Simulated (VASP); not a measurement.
# TiAl (Pm) in VASP: further runs

Runs on TiAl. Level: PBEsol. Tasks: single point.

Everything below comes from runs of VASP 6.6.1. Logs are shortened: lines on timing, memory, paths and dates and some standing lists are left out, and cuts for length are marked.

## Step 1: The cell of the first run

Symmetry: Pm, No. 6, monoclinic system. The conventional cell has a = 2.867 Å, b = 4.678 Å, c = 2.867 Å, α = 90.00°, β = 120.00°, γ = 90.00°. Within 3.4 Å of Ti (site symmetry m) lie 6 Al at 2.58 to 3.16 Å and 6 Ti at 2.87 Å. Within 3.4 Å of Al (site symmetry m) lie 6 Ti at 2.58 to 3.16 Å and 6 Al at 2.87 Å.

## Step 2: Single point, PBEsol (atom 1 (Ti) moved by (-0.600, +0.000) A along [1 1 0] and z)

INCAR

```
PREC = Accurate
ENCUT = 520
EDIFF = 1E-6
ISMEAR = 0
SIGMA = 0.15
LREAL = False
LASPH = True
NELM = 60
ALGO = Fast
ISIF = 2
LWAVE = False
LCHARG = False
GGA = PS
NBANDS = 14
```

KPOINTS

```
Automatic mesh
0
Gamma
  18 18 10
```

POSCAR

```
TiAl
1.0
    2.8672622327      0.0000000000      0.0000000000
   -1.4336311163      2.4831219328      0.0000000000
    0.0000000000      0.0000000000      4.6780830000
Ti Al
1 1
Direct
   -0.2333979206     -0.1708591363      0.0000000000
    0.3333333333      0.6666666667      0.5000000000
```

Potentials or basis: VASP PAW PBE potentials, release 64 (Ti_sv, Al).

Started as:

```
$ cat potpaw_PBE.64/Ti_sv/POTCAR potpaw_PBE.64/Al/POTCAR > POTCAR
$ mpirun -np 1 vasp_std > vasp.out
```

OUTCAR:

```text
PREC = Accurate
   ENCUT = 520
   EDIFF = 1E-6
   ISMEAR = 0
   LREAL = False
   LASPH = True
   NELM = 60
   ISIF = 2
   GGA = PS

 ion  position               nearest neighbor table
   1  0.767  0.829  0.000-   2 2.58   2 2.58   2 3.01   2 3.01
   2  0.333  0.667  0.500-   1 2.58   1 2.58   1 3.01   1 3.01

  LATTYP: Found a hexagonal cell.
 ALAT       =     2.8672622327
 C/A-ratio  =     1.6315504549

  Lattice vectors:

 A1 = (   2.8672622327,   0.0000000000,   0.0000000000)
 A2 = (  -1.4336311163,   2.4831219328,   0.0000000000)
 A3 = (   0.0000000000,   0.0000000000,   4.6780830000)

Analysis of symmetry for initial positions (statically):
=====================================================================
 Subroutine PRICEL returns:
 Original cell was already a primitive cell.

 Routine SETGRP: Setting up the symmetry group for a
 hexagonal supercell.

 Subroutine GETGRP returns: Found  2 space group operations
 (whereof  2 operations were pure point group operations)
 out of a pool of 24 trial point group operations.

The static configuration has the point symmetry C_1h.

Analysis of symmetry for dynamics (positions and initial velocities):
=====================================================================
 Subroutine PRICEL returns:
 Original cell was already a primitive cell.

 Routine SETGRP: Setting up the symmetry group for a
 hexagonal supercell.

 Subroutine GETGRP returns: Found  2 space group operations
 (whereof  2 operations were pure point group operations)
 out of a pool of 24 trial point group operations.

The dynamic configuration has the point symmetry C_1h.

 Subroutine INISYM returns: Found  2 space group operations
 (whereof  2 operations are pure point group operations),
 and found     1 'primitive' translations

----------------------------------------------------------------------------------------

                                     Primitive cell

  volume of cell :      33.3068

  direct lattice vectors                    reciprocal lattice vectors
     2.867262233  0.000000000  0.000000000     0.348764751  0.201359423  0.000000000
    -1.433631116  2.483121933  0.000000000     0.000000000  0.402718846  0.000000000
     0.000000000  0.000000000  4.678083000     0.000000000  0.000000000  0.213762774

  length of vectors
     2.867262233  2.867262233  4.678083000     0.402718846  0.402718846  0.213762774

  position of ions in fractional coordinates (direct lattice)
     0.766602079  0.829140864  0.000000000
     0.333333333  0.666666667  0.500000000

  ion indices of the primitive-cell ions
   primitive index   ion index
                 1           1
                 2           2

----------------------------------------------------------------------------------------

 KPOINTS: Automatic mesh

Automatic generation of k-mesh.
 Grid dimensions read from file:
 generate k-points for:   18   18   10

 Generating k-lattice:

  Cartesian coordinates                     Fractional coordinates (reciprocal lattice)
     0.019375820  0.011186635  0.000000000     0.055555556  0.000000000  0.000000000
     0.000000000  0.022373269  0.000000000     0.000000000  0.055555556  0.000000000
     0.000000000  0.000000000  0.021376277     0.000000000  0.000000000  0.100000000

  Length of vectors
     0.022373269  0.022373269  0.021376277

  Shift w.r.t. Gamma in fractional coordinates (k-lattice)
     0.000000000  0.000000000  0.000000000

 Subroutine IBZKPT returns following result:
 ===========================================

 Found    984 irreducible k-points:

 Following reciprocal coordinates:
            Coordinates               Weight
  0.000000  0.000000  0.000000      1.000000
  0.055556 -0.000000  0.000000      2.000000
  0.000000  0.055556  0.000000      2.000000
 -0.055556  0.055556  0.000000      2.000000
  0.111111 -0.000000  0.000000      2.000000
  0.000000  0.111111  0.000000      2.000000
[... 16 lines left out ...]
  0.444444 -0.000000  0.000000      2.000000
  0.000000  0.444444  0.000000      2.000000
 [... further k-points ...]
   k-points           NKPTS =    984   k-points in BZ     NKDIM =    984   number of bands    NBANDS=     14
   number of dos      NEDOS =    301   number of ions     NIONS =      2
   total plane-waves  NPLWV =  20736
   dimension x,y,z NGX =    24 NGY =   24 NGZ =   36
   dimension x,y,z NGXF=    48 NGYF=   48 NGZF=   72
   ions per type =               1   1
   NGX,Y,Z   is equivalent  to a cutoff of  13.92, 13.92, 12.79 a.u.
   NGXF,Y,Z  is equivalent  to a cutoff of  27.83, 27.83, 25.59 a.u.
 SYSTEM =  unknown system
   PREC   = accura    normal or accurate (medium, high low for compatibility)
   ISTART =      0    job   : 0-new  1-cont  2-samecut
   ICHARG =      2    charge: 1-file 2-atom 10-const
   ISPIN  =      1    spin polarized calculation?
   LNONCOLLINEAR =      F non collinear calculations
   LSORBIT =      F    spin-orbit coupling
   LASPH  =      T    aspherical Exc in radial PAW
   ENCUT  =  520.0 eV  38.22 Ry    6.18 a.u.   5.33  5.33  8.70*2*pi/ulx,y,z
   NELM   =     60;   NELMIN=  2; NELMDL= -5     # of ELM steps
   EDIFF  = 0.1E-05   stopping-criterion for ELM
   LREAL  =      F    real-space projection
   EDIFFG = 0.1E-04   stopping-criterion for IOM
   NSW    =      0    number of steps for IOM
   IBRION =     -1    ionic relax: 0-MD 1-quasi-New 2-CG
   NFREE  =      0    steps in history (QN), initial steepest desc. (CG)
   ISIF   =      2    stress and relaxation
   ISYM   =      2    0-nonsym 1-usesym 2-fastsym
   POTIM  = 0.5000    time-step for ionic-motion
   TEBEG  =    0.0;   TEEND  =   0.0 temperature during run
   PSTRESS=    0.0 pullay stress
   NELECT =      15.0000    total number of electrons
   NUPDOWN=      -1.0000    fix difference up-down
   EMIN   =  10.00;   EMAX   =-10.00  energy-range for DOS
   EFERMI =   0.00;   METHOD = LEGACY
   ISMEAR =     0;   SIGMA  =   0.15  broadening in eV -4-tet -1-fermi 0-gaus
   EFERMI_NEDOS =   21; number of points for ismear=-14 and -15
   IALGO  =     68    algorithm
   IMIX   =      4    mixing-type and parameters
     AMIX     =   0.40;   BMIX     =  1.00
     AMIX_MAG =   1.60;   BMIX_MAG =  1.00
  volume/ion in A,a.u.               =      16.65       112.38
  Fermi-wavevector in a.u.,A,eV,Ry     =   1.254857  2.371335 21.424622  1.574665
  Thomas-Fermi vector in A             =   2.388641
   LORBIT       =      0    0 simple, 1 ext, 2 COOP (PROOUT), +10 PAW based schemes
   GGA     = PS    functional components
   LHFCALC =     F    Hartree Fock is set to
   AEXX    =    0.0000 exact exchange contribution
   IVDW    =     0    specifies the selected vdW correction
   LEPSILON=     F    determine dielectric tensor
   LRPA    =     F    only Hartree local field effects (RPA)
 non-spin polarized calculation
 RMM-DIIS sequential band-by-band and
 Gauss-broadening in eV      SIGMA  =   0.15
  energy-cutoff  :      520.00
  volume of cell :       33.31
 maximum number of plane-waves:       917
 NGX is ok and might be reduce to    24
   NGX = 11   NGY = 11   NGZ = 17

 number of electron      15.0000000 magnetization

 Free energy of the ion-electron system (eV)
  ---------------------------------------------------
  ext. energy  EPLUGINS =         0.00000000
  ---------------------------------------------------
  free energy    TOTEN  =       -12.52028281 eV

  energy without entropy =      -12.49442541  energy(sigma->0) =      -12.50735411

 E-fermi :   7.7546     XC(G=0): -11.0200

 val. band max:        7.7542762152   @ k =   0.0556   0.2222  -0.4000
 cond. band min:       7.7550088435   @ k =   0.5000   0.3333   0.5000
 fundamental gap:      0.0007326283
 Fermi energy:         7.7545928051

 k-point     1 :       0.0000    0.0000    0.0000
  band No.  band energies     occupation
      1     -48.4656      2.00000
      2     -24.8910      2.00000
      3     -24.4942      2.00000
      4     -24.4596      2.00000
      5      -1.1537      2.00000
      6       5.4960      2.00000
      7       5.9680      2.00000
      8       9.0565      0.00000
      9       9.0955      0.00000
     10      10.5027      0.00000
     11      10.6115      0.00000
     12      11.4659      0.00000
     13      20.4537      0.00000
     14      20.7255      0.00000

 k-point     2 :       0.0556   -0.0000    0.0000
  band No.  band energies     occupation
      1     -48.4627      2.00000
      2     -24.8881      2.00000
      3     -24.4989      2.00000
      4     -24.4772      2.00000
      5      -1.0768      2.00000
      6       5.5805      2.00000
      7       5.9733      2.00000
      8       9.0159      0.00000
      9       9.1254      0.00000
     10      10.5207      0.00000
     11      10.5932      0.00000
     12      11.4841      0.00000
     13      19.3370      0.00000
     14      19.9069      0.00000

 k-point     3 :       0.0000    0.0556    0.0000
  band No.  band energies     occupation
      1     -48.4627      2.00000
      2     -24.8881      2.00000
      3     -24.5110      2.00000
      4     -24.4649      2.00000
      5      -1.0773      2.00000
      6       5.5809      2.00000
      7       5.9842      2.00000
      8       8.9831      0.00000
      9       9.1576      0.00000
     10      10.4633      0.00000
     11      10.6357      0.00000
     12      11.4745      0.00000
     13      19.3890      0.00000
     14      19.9863      0.00000
[... 324 lines left out ...]
 k-point    23 :       0.4444   -0.0000    0.0000
  band No.  band energies     occupation
      1     -48.3713      2.00000
      2     -25.0298      2.00000
      3     -24.7971      2.00000
      4     -24.6236      2.00000
      5       3.3579      2.00000
      6       5.7484      2.00000
      7       6.0915      2.00000
      8       6.7973      2.00000
      9       9.9462      0.00000
     10      11.6478      0.00000
     11      11.7113      0.00000
     12      12.1487      0.00000
     13      12.9209      0.00000
     14      15.7373      0.00000

 k-point    24 :       0.0000    0.4444    0.0000
  band No.  band energies     occupation
      1     -48.3716      2.00000
      2     -25.0544      2.00000
      3     -24.7990      2.00000
      4     -24.5938      2.00000
      5       3.3232      2.00000
      6       5.5979      2.00000
      7       6.5077      2.00000
      8       6.8936      2.00000
      9       9.7764      0.00000
     10      11.4155      0.00000
     11      11.6480      0.00000
     12      11.8419      0.00000
     13      12.8550      0.00000
     14      16.1254      0.00000

 [... further k-points ...]
[... 5 lines left out ...]
  --------------------------------------------------------------------------------------
  -------------------------------------------------------------------------------------
  Total        0.3424842     -1.6775615      1.6868315      0.6796069      0.0000000      0.0000000
  in kB       16.4747104    -80.6966761     81.1425976     32.6915116      0.0000000      0.0000000
  external PRESSURE =       5.6402107 kB  Pullay stress =       0.0000000 kB

 VOLUME and BASIS-vectors are now :
 -----------------------------------------------------------------------------
  energy-cutoff  :      520.00
  volume of cell :       33.31
      direct lattice vectors                 reciprocal lattice vectors
     2.867262233  0.000000000  0.000000000     0.348764751  0.201359423  0.000000000
    -1.433631116  2.483121933  0.000000000     0.000000000  0.402718846  0.000000000
     0.000000000  0.000000000  4.678083000     0.000000000  0.000000000  0.213762774

 POSITION                                       TOTAL-FORCE (eV/Angst)
 -----------------------------------------------------------------------------------
      1.00937      2.05886      0.00000         1.356420      0.606604      0.000000
     -0.00000      1.65541      2.33904        -1.356420     -0.606604      0.000000
 -----------------------------------------------------------------------------------
    total drift:                               -0.000206     -0.000045     -0.000000

  FREE ENERGIE OF THE ION-ELECTRON SYSTEM (eV)
  ---------------------------------------------------
  free  energy   TOTEN  =       -12.5202828132 eV

  energy  without entropy=      -12.4944254148  energy(sigma->0) =      -12.50735411
```

It took 11 min on 1 thread of Intel Xeon Platinum 8488C (Sapphire Rapids), shared host; peak memory 0.56 GiB.

What came out:

| Property | Result |
| --- | --- |
| Free energy | -12.5203 eV |
| Pressure | 0.6 GPa |
| Largest force | 1.486 eV/Å |
| Band gap on the k mesh | zero (an odd number of electrons rules out a gap without spin polarisation) |

Forces in eV/Å, atoms in the order of the input:
```
Ti   1.356  0.607  0.000
Al  -1.356 -0.607  0.000
```

Levels at points of the mesh, in eV from the Fermi level:
```tsv
k point	band 5	band 6	band 7	band 8	band 9	band 10	band 11	band 12
(0.00, 0.00, 0.00)	-8.91	-2.26	-1.79	1.30	1.34	2.75	2.86	3.71
(0.50, 0.00, 0.00)	-3.68	-2.74	-1.66	-1.01	2.17	4.00	4.02	4.53
(0.00, 0.50, 0.00)	-3.70	-2.88	-1.23	-0.95	2.00	3.72	4.00	4.23
(0.50, 0.50, 0.00)	-3.69	-2.81	-1.44	-0.98	2.09	4.00	4.10	4.10
(0.00, 0.00, 0.50)	-8.00	-5.22	-0.57	1.32	1.37	2.63	2.78	6.96
(0.50, 0.00, 0.50)	-3.65	-2.46	-1.55	0.19	0.90	1.97	3.03	4.01
(0.00, 0.50, 0.50)	-3.61	-2.16	-1.93	0.56	1.02	1.89	2.67	4.01
(0.50, 0.50, 0.50)	-3.63	-2.30	-1.77	0.42	0.92	1.93	2.88	4.01
```

Caveat: the cell differs from its parent crystal (atom 1 (Ti) moved by (-0.600, +0.000) A along [1 1 0] and z); the PAW data sets were made with another functional, which shifts forces and pressure a little.

## Step 3: Single point, PBEsol (atom 1 (Ti) moved by (+0.600, +0.000) A along [1 1 0] and z)

INCAR

```
SYSTEM = TiAl
  ALGO = Fast
  EDIFF = 1E-6
  ENCUT = 520
  GGA = PS
  ISIF = 2
  ISMEAR = 0
  LASPH = .True.
  LCHARG = .False.
  LREAL = .False.
  LWAVE = .False.
  NBANDS = 14
  NELM = 100
  PREC = Accurate
  SIGMA = 0.15
```

KPOINTS

```
k-points
0
Gamma
  18 18 10
  0 0 0
```

POSCAR: that of step 2 with these lines changed.

```diff
@@ -8,3 +8,3 @@
 Direct
-   -0.2333979206     -0.1708591363      0.0000000000
+    0.2333979206      0.1708591363      0.0000000000
     0.3333333333      0.6666666667      0.5000000000
```

Potentials or basis: VASP PAW PBE potentials, release 64 (Ti_sv, Al).

Started as:

```
$ cat potpaw_PBE.64/Ti_sv/POTCAR potpaw_PBE.64/Al/POTCAR > POTCAR
$ mpirun -np 1 vasp_std > vasp.out
```

Run time: 11 min. Hardware: 1 thread of Intel Xeon Platinum 8488C (Sapphire Rapids), shared host; peak memory 0.55 GiB.

The run converged. Its results:

| Quantity | Value |
| --- | --- |
| Free energy | -12.7310 eV |
| Pressure | -1.1 GPa |
| Largest force | 0.687 eV/Å |
| Band gap on the k mesh | zero (an odd number of electrons rules out a gap without spin polarisation) |

Forces on the atoms (eV/Å):
```
Ti   0.055 -0.685  0.000
Al  -0.055  0.685  0.000
```

Stress tensor (GPa, compression positive):
```
-6.93 -6.01  0.00
-6.01  1.97  0.00
 0.00  0.00  1.75
```

Levels at points of the mesh, in eV from the Fermi level:
```csv
k point,band 6,band 7,band 8,band 9,band 10,band 11
"(0.00, 0.00, 0.00)",-2.28,-1.80,1.27,1.34,2.67,2.86
"(0.50, 0.00, 0.00)",-2.90,-1.12,-0.93,2.01,3.39,3.99
"(0.00, 0.50, 0.00)",-2.74,-1.68,-1.02,2.18,3.97,4.00
"(0.50, 0.50, 0.00)",-2.76,-1.63,-1.01,2.17,3.98,4.01
"(0.00, 0.00, 0.50)",-5.24,-0.50,1.31,1.36,2.61,2.80
"(0.50, 0.00, 0.50)",-2.11,-2.05,0.74,1.07,1.84,2.55
"(0.00, 0.50, 0.50)",-2.49,-1.59,0.30,0.85,1.96,3.08
"(0.50, 0.50, 0.50)",-2.45,-1.65,0.38,0.84,1.95,3.05
```

Caveat: the cell differs from its parent crystal (atom 1 (Ti) moved by (+0.600, +0.000) A along [1 1 0] and z); the PAW data sets were made with another functional, which shifts forces and pressure a little.
